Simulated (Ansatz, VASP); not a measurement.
# One calculation of CsCl, two programs

```
Cs Cl
1.0
     4.12300    0.00000    0.00000
     0.00000    4.12300    0.00000
     0.00000    0.00000    4.12300
Cs Cl
1 1
Direct
  0.00000 0.00000 0.00000
  0.50000 0.50000 0.50000
```

Alike in both runs: task relaxation of cell and atoms; functional r2SCAN; k mesh 8 × 8 × 8; occupations fermi-dirac, width 0.05 eV; no spin polarisation.

|  | VASP | Ansatz |
| --- | --- | --- |
| version | VASP 6.6.1 | Ansatz 0.2.0 |
| potentials or method | VASP PAW PBE potentials, release 64 (Cs_sv, Cl) | PAW with Ansatz's default frozen-core files, scalar-relativistic |
| plane-wave cutoff (eV) | 550 | 500 |
| valence electrons in the cell | 16 | 16 |

VASP gave:

```
relaxed volume (Å³/atom)                                                      : 35.57
relaxed length of the cell vector where the two differ most in proportion (Å) : 4.144
```

Q: What did Ansatz give for the same quantities?

A: Relaxed volume (Å³/atom): 35.48; relaxed length of the cell vector where the two differ most in proportion (Å): 4.140.

VASP's potentials were made for PBE, not for r2SCAN.

Neither program's run includes spin-orbit coupling.
